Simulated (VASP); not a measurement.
AlInGa2B4P8, 16 atoms in the cell. The typed cell holds 16 atoms: a = 6.936 Å, b = 6.936 Å, c = 6.936 Å, α = 60.00°, β = 60.00°, γ = 60.00°. 

| Property | Result |
| --- | --- |
| Program | VASP 6.6.1 |
| Task | relaxation of cell and atoms |
| Functional | PBE |
| Potentials or basis | VASP PAW PBE potentials, release 64 (B, Al, P, Ga_d, In_d) |
| Cutoff | 560 eV |
| k mesh | 2 × 2 × 2, shifted |
| Occupations | gaussian, width 0.1 eV |
| Spin | no spin polarisation |
| Dipole correction | no |
| Further INCAR settings | LREAL = Auto; ALGO = Normal; EDIFF = 1e-07; ISYM = -1; IBRION = 2; EDIFFG = -0.04; NSW = 70; ISIF = 3 |

Potentials or basis: VASP PAW PBE potentials, release 64 (B, Al, P, Ga_d, In_d).

Run with:

```sh
$ cat potpaw_PBE.64/B/POTCAR potpaw_PBE.64/Al/POTCAR potpaw_PBE.64/P/POTCAR potpaw_PBE.64/Ga_d/POTCAR potpaw_PBE.64/In_d/POTCAR > POTCAR
$ mpirun -np 1 vasp_std > vasp.out
```

Hardware: 1 thread of Intel(R) Xeon(R) 6975P-C (Granite Rapids) (shared host).

Question: How long does it take, and how much memory?

Answer: It took 17 min on 1 thread of Intel(R) Xeon(R) 6975P-C (Granite Rapids) (shared host), peak memory 0.45 GiB. Counts: scf iterations 191, k points 4, ion steps 20.
